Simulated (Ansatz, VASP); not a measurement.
# One calculation of Ru, two programs

```
CELL_PARAMETERS angstrom
2.91654 0.00000 0.00000
-1.45827 2.52579 0.00000
0.00000 0.00000 8.01752
ATOMIC_POSITIONS crystal
Ru 0.00000 0.00000 0.00000
Ru 0.00000 0.00000 0.50000
Ru 0.33333 0.66667 0.00500
Ru 0.66667 0.33333 0.50500
```

Alike in both runs: task relaxation of cell and atoms; functional PBE; k mesh 6 × 6 × 2; occupations gaussian, width 0.1 eV; no spin polarisation.

|  | VASP | Ansatz |
| --- | --- | --- |
| version | VASP 6.6.1 | Ansatz 0.2.0 |
| potentials or method | VASP PAW PBE potentials, release 64 (Ru_sv), cutoff 560 eV | scalar-relativistic, plane waves, PAW |
| valence electrons in the cell | 64 | 64 |

|  | VASP | Ansatz | Ansatz less VASP |
| --- | --- | --- | --- |
| gap on the k mesh at the Fermi level, each at its own relaxed structure (eV) | none | none | - |
| relaxed volume (Å³/atom) | 16.65 | 16.17 | -0.484 |
| relaxed length of the cell vector where the two differ most in proportion (Å) | 5.268 | 5.439 | +0.1709 |

A gap of «none» marks a metal or a gap that the smearing closes.

The k mesh is coarse, so the values compare programs but aren't converged.
